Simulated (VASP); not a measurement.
# EuO (Fm-3m) in VASP: single point with PBE+U

Aim: the single point of EuO with PBE+U.

Program: VASP 6.6.1. These are calculated values, not measurements. Logs are shortened: lines on timing, memory, paths and dates and some standing lists are left out, and cuts for length are marked.

### 1 The cell of the first run

It takes space group Fm-3m (No. 225, cubic). The conventional cell has a = 5.140 Å, b = 5.140 Å, c = 5.140 Å, α = 90.00°, β = 90.00°, γ = 90.00°. Within 3.4 Å of Eu (site symmetry m-3m) lie 6 O at 2.57 Å. O (site symmetry m-3m) has 6 Eu at 2.57 Å within 3.4 Å.

### 2 Single point, PBE+U, collinear spin, ferromagnetic start

Input file INCAR:

```
SYSTEM = EuO
  PREC = Accurate
  ENCUT = 600
  EDIFF = 1E-6
  ISMEAR = -1
  SIGMA = 0.05
  LREAL = .False.
  LASPH = .True.
  NELM = 200
  ALGO = Normal
  ISIF = 2
  LWAVE = .False.
  LCHARG = .True.
  ISPIN = 2
  MAGMOM = 7 0
  LORBIT = 11
  LMAXMIX = 6
  LDAU = .True.
  LDAUTYPE = 2
  LDAUL = 3 -1
  LDAUU = 6 0
  LDAUJ = 0 0
  LDAUPRINT = 1
  GGA = PE
  LELF = .True.
  LVHAR = .True.
  NBANDS = 22
  GGA_COMPAT = .False.
```

Input file KPOINTS:

```
Automatic mesh
0
Gamma
  4 4 4
  0 0 0
```

Input file POSCAR:

```
EuO
1.0
    0.0000000000      2.5700000000      2.5700000000
    2.5700000000      0.0000000000      2.5700000000
    2.5700000000      2.5700000000      0.0000000000
Eu O
1 1
Direct
    0.0000000000      0.0000000000      0.0000000000
    0.5000000000      0.5000000000      0.5000000000
```

Potentials or basis: VASP PAW PBE potentials, release 64 (Eu, O).

The run is started by

```
$ cat potpaw_PBE.64/Eu/POTCAR potpaw_PBE.64/O/POTCAR > POTCAR
$ mpirun -np 1 vasp_std > vasp.out
```

OUTCAR:

```text
SYSTEM = EuO
   PREC = Accurate
   ENCUT = 600
   EDIFF = 1E-6
   ISMEAR = -1
   LREAL = .False.
   LASPH = .True.
   NELM = 200
   ISIF = 2
   ISPIN = 2
   LORBIT = 11
   GGA = PE

 ion  position               nearest neighbor table
   1  0.000  0.000  0.000-   2 2.57   2 2.57   2 2.57   2 2.57   2 2.57   2 2.57
   2  0.500  0.500  0.500-   1 2.57   1 2.57   1 2.57   1 2.57   1 2.57   1 2.57

  LATTYP: Found a face centered cubic cell.
 ALAT       =     5.1400000000

  Lattice vectors:

 A1 = (   0.0000000000,   2.5700000000,   2.5700000000)
 A2 = (   2.5700000000,   0.0000000000,   2.5700000000)
 A3 = (   2.5700000000,   2.5700000000,   0.0000000000)

Analysis of symmetry for initial positions (statically):
=====================================================================
 Subroutine PRICEL returns:
 Original cell was already a primitive cell.

 Routine SETGRP: Setting up the symmetry group for a
 face centered cubic supercell.

 Subroutine GETGRP returns: Found 48 space group operations
 (whereof 48 operations were pure point group operations)
 out of a pool of 48 trial point group operations.

The static configuration has the point symmetry O_h .

Analysis of symmetry for dynamics (positions and initial velocities):
=====================================================================
 Subroutine PRICEL returns:
 Original cell was already a primitive cell.

 Routine SETGRP: Setting up the symmetry group for a
 face centered cubic supercell.

 Subroutine GETGRP returns: Found 48 space group operations
 (whereof 48 operations were pure point group operations)
 out of a pool of 48 trial point group operations.

The dynamic configuration has the point symmetry O_h .

Analysis of structural, dynamic, and magnetic symmetry:
=====================================================================
 Subroutine PRICEL returns:
 Original cell was already a primitive cell.
[... 168 lines left out ...]
  o =  0.9680  v = -0.7906  0.0000 -0.6124  0.0000 -0.0000 -0.0000  0.0000  0.0000  0.0000  0.0000  0.0000  0.0000  0.0000  0.0000      0.0000  0.0000  0.0000  0.0000  0.0000  0.0000  0.0000  0.0000  0.0000  0.0000  0.0000  0.0000  0.0000  0.0000
  o =  0.9680  v =  0.0000  0.0000  0.0000 -0.0065 -0.6124 -0.0000  0.7906  0.0000  0.0000  0.0000  0.0000  0.0000  0.0000  0.0000      0.0000  0.0000  0.0000  0.0000  0.0000  0.0000  0.0000  0.0000  0.0000  0.0000  0.0000  0.0000  0.0000  0.0000
  o =  0.9763  v =  0.6124  0.0000 -0.7906  0.0000 -0.0000 -0.0000  0.0000  0.0000  0.0000  0.0000  0.0000  0.0000  0.0000  0.0000      0.0000  0.0000  0.0000  0.0000  0.0000  0.0000  0.0000  0.0000  0.0000  0.0000  0.0000  0.0000  0.0000  0.0000
  o =  0.9763  v =  0.0000  0.0000  0.0000 -0.0000 -0.0076 -1.0000 -0.0059  0.0000  0.0000  0.0000  0.0000  0.0000  0.0000  0.0000      0.0000  0.0000  0.0000  0.0000  0.0000  0.0000  0.0000  0.0000  0.0000  0.0000  0.0000  0.0000  0.0000  0.0000
  o =  0.9763  v =  0.0000  0.0000  0.0000  0.0000 -0.7905  0.0096 -0.6123  0.0000  0.0000  0.0000  0.0000  0.0000  0.0000  0.0000      0.0000  0.0000  0.0000  0.0000  0.0000  0.0000  0.0000  0.0000  0.0000  0.0000  0.0000  0.0000  0.0000  0.0000

 number of electron      23.0000000 magnetization       7.0000004

 Free energy of the ion-electron system (eV)
  ---------------------------------------------------
  ext. energy  EPLUGINS =         0.00000000
  ---------------------------------------------------
  free energy    TOTEN  =       -21.12165647 eV

  energy without entropy =      -21.11648731  energy(sigma->0) =      -21.11907189

 E-fermi :   3.6532     XC(G=0): -10.7740

 val. band max:        3.6463776856   @ k =   0.0000   0.0000   0.0000
 cond. band min:       4.5073198212   @ k =   0.5000   0.5000   0.0000
 fundamental gap:      0.8609421356
 Fermi energy:         3.6531554092

 spin component 1

 k-point     1 :       0.0000    0.0000    0.0000
  band No.  band energies     occupation
      1     -36.0405      1.00000
      2     -14.6018      1.00000
      3     -14.6018      1.00000
      4     -14.6018      1.00000
      5     -13.9628      1.00000
      6       0.6595      1.00000
[... 189 lines left out ...]
     21      13.5111      0.00000
     22      15.7890      0.00000
 Fermi energy:         3.6531554092

 spin component 2

 k-point     1 :       0.0000    0.0000    0.0000
  band No.  band energies     occupation
      1     -32.9384      1.00000
      2     -14.0490      1.00000
      3     -12.2812      1.00000
      4     -12.2812      1.00000
      5     -12.2812      1.00000
      6       1.0558      1.00000
[... 189 lines left out ...]
     21      15.3070      0.00000
     22      17.4648      0.00000

------------------------ aborting loop because EDIFF is reached ----------------------------------------

  FORCE on cell =-STRESS in cart. coord.  units (eV):
  Direction    XX          YY          ZZ          XY          YZ          ZX
  --------------------------------------------------------------------------------------
  -------------------------------------------------------------------------------------
  Total        0.2499261      0.2499261      0.2499261      0.0000000      0.0000000      0.0000000
  in kB       11.7948633     11.7948633     11.7948633      0.0000000      0.0000000      0.0000000
  external PRESSURE =      11.7948633 kB  Pullay stress =       0.0000000 kB

 VOLUME and BASIS-vectors are now :
 -----------------------------------------------------------------------------
  energy-cutoff  :      600.00
  volume of cell :       33.95
      direct lattice vectors                 reciprocal lattice vectors
     0.000000000  2.570000000  2.570000000    -0.194552529  0.194552529  0.194552529
     2.570000000  0.000000000  2.570000000     0.194552529 -0.194552529  0.194552529
     2.570000000  2.570000000  0.000000000     0.194552529  0.194552529 -0.194552529

 POSITION                                       TOTAL-FORCE (eV/Angst)
 -----------------------------------------------------------------------------------
      0.00000      0.00000      0.00000        -0.000000      0.000000     -0.000000
      2.57000      2.57000      2.57000         0.000000     -0.000000      0.000000
 -----------------------------------------------------------------------------------
    total drift:                                0.000000      0.000000      0.000000

  FREE ENERGIE OF THE ION-ELECTRON SYSTEM (eV)
  ---------------------------------------------------
  free  energy   TOTEN  =       -21.1216564710 eV

  energy  without entropy=      -21.1164873069  energy(sigma->0) =      -21.11907189

 total charge

# of ion       s       p       d       f       tot
--------------------------------------------------
    1        2.033   5.801   0.310   6.806  14.949
    2        1.551   3.409   0.000   0.000   4.960
--------------------------------------------------
tot          3.584   9.210   0.310   6.806  19.909

 magnetization (x)

# of ion       s       p       d       f       tot
--------------------------------------------------
    1       -0.014  -0.113   0.077   6.772   6.721
    2       -0.005  -0.090   0.000   0.000  -0.095
--------------------------------------------------
tot         -0.019  -0.203   0.077   6.772   6.626
```

OSZICAR:

```text
N       E                     dE             d eps       ncg     rms          rms(c)
DAV:   1     0.167518898052E+03    0.16752E+03   -0.98440E+03   968   0.549E+03
DAV:   2     0.691747658388E+01   -0.16060E+03   -0.13785E+03   954   0.461E+02
DAV:   3    -0.137195208826E+02   -0.20637E+02   -0.20251E+02   954   0.126E+02
DAV:   4    -0.163987599661E+02   -0.26792E+01   -0.26591E+01  1360   0.251E+01
DAV:   5    -0.164647790460E+02   -0.66019E-01   -0.65974E-01  1086   0.661E+00    0.305E+01
DAV:   6    -0.214778622450E+02   -0.50131E+01   -0.10510E+01  1034   0.571E+01    0.226E+01
DAV:   7    -0.210304356073E+02    0.44743E+00   -0.34167E+00  1038   0.957E+01    0.142E+01
DAV:   8    -0.211020563258E+02   -0.71621E-01   -0.57767E-01  1056   0.696E+00    0.984E+00
DAV:   9    -0.211113444834E+02   -0.92882E-02   -0.46757E-02  1276   0.186E+00    0.454E+00
DAV:  10    -0.211206050165E+02   -0.92605E-02   -0.26714E-02  1078   0.369E+00    0.173E+00
DAV:  11    -0.211212201611E+02   -0.61514E-03   -0.11266E-02  1040   0.255E+00    0.111E+00
DAV:  12    -0.211214567949E+02   -0.23663E-03   -0.85723E-04  1220   0.682E-01    0.541E-01
DAV:  13    -0.211215966184E+02   -0.13982E-03   -0.28037E-04  1152   0.233E-01    0.357E-01
DAV:  14    -0.211216376181E+02   -0.41000E-04   -0.32629E-05  1186   0.111E-01    0.299E-01
DAV:  15    -0.211216479541E+02   -0.10336E-04   -0.15353E-05  1088   0.799E-02    0.147E-01
DAV:  16    -0.211216566171E+02   -0.86630E-05   -0.10173E-05  1038   0.562E-02    0.321E-02
DAV:  17    -0.211216564710E+02    0.14614E-06   -0.17988E-06   794   0.274E-02
   1 F= -.21121656E+02 E0= -.21119072E+02  d E =-.516916E-02  mag=     7.0000
```

stdout:

```text
POSCAR found type information on POSCAR EuO
 POSCAR found :  2 types and       2 ions
 scaLAPACK will be used
 LDA part: xc-table for (Slater+PW92), standard interpolation
 POSCAR, INCAR and KPOINTS ok, starting setup
 FFT: planning ... GRIDC
 FFT: planning ... GRID_SOFT
 FFT: planning ... GRID
 WAVECAR not read
 entering main loop
```

Run time: 72 s. Hardware: 1 thread of Intel Xeon 8259CL, shared host; peak memory 0.2 GiB.

Results:

* Free energy: -21.1217 eV
* Pressure: 1.2 GPa
* Band gap on the k mesh: zero (filled and empty bands overlap)
* Net moment: 7.00 μB per cell
* Site moments: Eu +6.72; O -0.10 μB
* Valence electrons inside the program's atomic spheres: Eu 14.95; O 4.96

Levels at points of the mesh, in eV from the Fermi level:
Spin up:
| k point | band 11 | band 12 | band 13 | band 14 | band 15 | band 16 | band 17 | band 18 | band 19 | band 20 |
| --- | --- | --- | --- | --- | --- | --- | --- | --- | --- | --- |
| (0.00, 0.00, 0.00) | -0.55 | -0.55 | -0.01 | -0.01 | -0.01 | 0.91 | 2.94 | 2.94 | 2.94 | 5.19 |
| (0.50, 0.00, 0.00) | -0.76 | -0.55 | -0.55 | -0.54 | -0.53 | 3.53 | 5.69 | 5.69 | 6.01 | 9.01 |
| (0.50, 0.50, 0.00) | -0.65 | -0.64 | -0.54 | -0.19 | -0.19 | -0.03 | 4.70 | 7.09 | 7.85 | 8.00 |
Spin down:
| k point | band 6 | band 7 | band 8 | band 9 | band 10 | band 11 |
| --- | --- | --- | --- | --- | --- | --- |
| (0.00, 0.00, 0.00) | -2.60 | -2.60 | -2.60 | 1.73 | 3.92 | 3.92 |
| (0.50, 0.00, 0.00) | -4.69 | -3.75 | -3.75 | 4.18 | 6.42 | 6.74 |
| (0.50, 0.50, 0.00) | -2.67 | -2.56 | -2.56 | 0.85 | 5.59 | 7.86 |

Eigenvalues of the final occupation matrices:
```csv
site,spin,trace,eigenvalues
site 1 f,1,6.80,0.96 0.97 0.97 0.97 0.98 0.98 0.98
site 1 f,2,0.02,0.00 0.00 0.00 0.00 0.00 0.00 0.00
```

Caveat: the k points lie up to 0.53 Å⁻¹ apart; spin-orbit coupling is left out, which moves the levels of the heavy elements; a cell with one magnetic atom can't hold antiferromagnetic order, which such compounds often take. The state reached can hang on the start; a lower one may exist.

The gap in the log of VASP goes by the Fermi energy; the results here count the filled bands.